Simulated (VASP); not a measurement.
TaN: single point with LDA

The system is TaN.

```
CELL_PARAMETERS angstrom
0.00000 2.17384 2.17384
2.17384 0.00000 2.17384
2.17384 2.17384 0.00000
ATOMIC_POSITIONS crystal
Ta 0.50000 0.50652 0.50000
N 0.00000 0.91582 0.00000
```

This cell differs from its parent crystal: atoms displaced along several vibrational modes.

| Property | Result |
| --- | --- |
| Program | VASP 6.6.1 |
| Task | single point |
| Functional | LDA |
| Potentials or basis | VASP PAW LDA potentials, release 64 (Ta_sv_GW, N_h) |
| Cutoff | 1330 eV |
| k mesh | 18 × 18 × 18 |
| Occupations | gaussian, width 0.15 eV |
| Spin | no spin polarisation |

The pressure is 15.7 GPa and the largest force is 3.174 eV/Å. The band gap on the k mesh is zero (bands 9 and 10 overlap by 3.09 eV).

Forces on the atoms (eV/Å):
```
Ta  -2.244  0.000 -2.244
N    2.244  0.000  2.244
```

Stress tensor (GPa, compression positive):
```
22.91  0.00 -6.62
 0.00  1.39  0.00
-6.62  0.00 22.91
```

Levels at points of the mesh, in eV from the Fermi level:
| k point | band 6 | band 7 | band 8 | band 9 | band 10 | band 11 | band 12 | band 13 |
| --- | --- | --- | --- | --- | --- | --- | --- | --- |
| (0.00, 0.00, 0.00) | -5.22 | -4.97 | -4.80 | -2.04 | -0.85 | -0.42 | 1.14 | 1.80 |
| (0.50, 0.00, 0.00) | -10.38 | -7.50 | -7.13 | 1.57 | 1.65 | 2.54 | 3.46 | 6.95 |
| (0.00, 0.50, 0.00) | -10.23 | -7.79 | -7.60 | 1.75 | 2.04 | 2.72 | 4.29 | 7.86 |
| (0.50, 0.50, 0.00) | -6.64 | -6.34 | -4.65 | -3.20 | 2.75 | 3.86 | 3.95 | 4.41 |
| (0.50, 0.00, 0.50) | -7.18 | -6.48 | -4.90 | -2.35 | 3.01 | 3.95 | 3.96 | 4.57 |

Run time: 16 min on 1 thread of Intel(R) Xeon(R) Platinum 8488C (Sapphire Rapids), with other jobs on the host, peak memory 1.3 GiB.

Caveat: the cell differs from its parent crystal (atoms displaced along several vibrational modes); the stress differs along the axes, from 1 to 23 GPa; spin-orbit coupling is left out, which moves the levels of the heavy elements; forces of over 1 eV/Å act on the atoms, so gaps and moduli don't describe the material at rest.
